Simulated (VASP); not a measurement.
## KZnF3: single point with PBE

Crystal: KZnF3.

```
K Zn F
1.0
     4.04742    0.00000    0.00000
     0.00000    4.04742    0.00000
     0.00000    0.00000    4.04742
K Zn F
1 1 3
Direct
  0.00000 0.00000 0.00000
  0.50000 0.50000 0.50000
  0.00000 0.50000 0.50000
  0.50000 0.00000 0.50000
  0.50000 0.50000 0.00000
```

* Program: VASP 6.6.1
* Task: single point
* Functional: PBE
* Potentials or basis: VASP PAW PBE potentials, release 64 (K_sv, Zn, F)
* Cutoff: 600 eV
* k mesh: 4 × 4 × 4
* Occupations: fermi-dirac, width 0.0019 eV
* Spin: no spin polarisation
* Dipole correction: no
* Further INCAR settings: ALGO = Normal; EDIFF = 1e-06; NBANDS = 29

```json
{
 "Pressure": "5.0 GPa",
 "Band gap on the k mesh": "3.80 eV (least direct gap 5.67 eV)"
}
```

Levels at points of the mesh, in eV from the valence-band top:
| k point | band 19 | band 20 | band 21 | band 22 | band 23 | band 24 |
| --- | --- | --- | --- | --- | --- | --- |
| (0.00, 0.00, 0.00) | -1.87 | -1.87 | -1.87 | 3.80 | 8.69 | 8.69 |
| (0.50, 0.00, 0.00) | -1.71 | -1.71 | -1.58 | 6.57 | 8.30 | 9.64 |
| (0.50, 0.50, 0.00) | -1.80 | -1.52 | 0.00 | 8.05 | 10.12 | 10.16 |
| (0.50, 0.50, 0.50) | -1.50 | 0.00 | 0.00 | 8.43 | 8.43 | 8.43 |

Run time: 28 s on 1 thread of Intel Xeon 8259CL, with other jobs on the host, peak memory 0.19 GiB.

Caveat: the cell stands under pressure. A k mesh can miss the band edges.
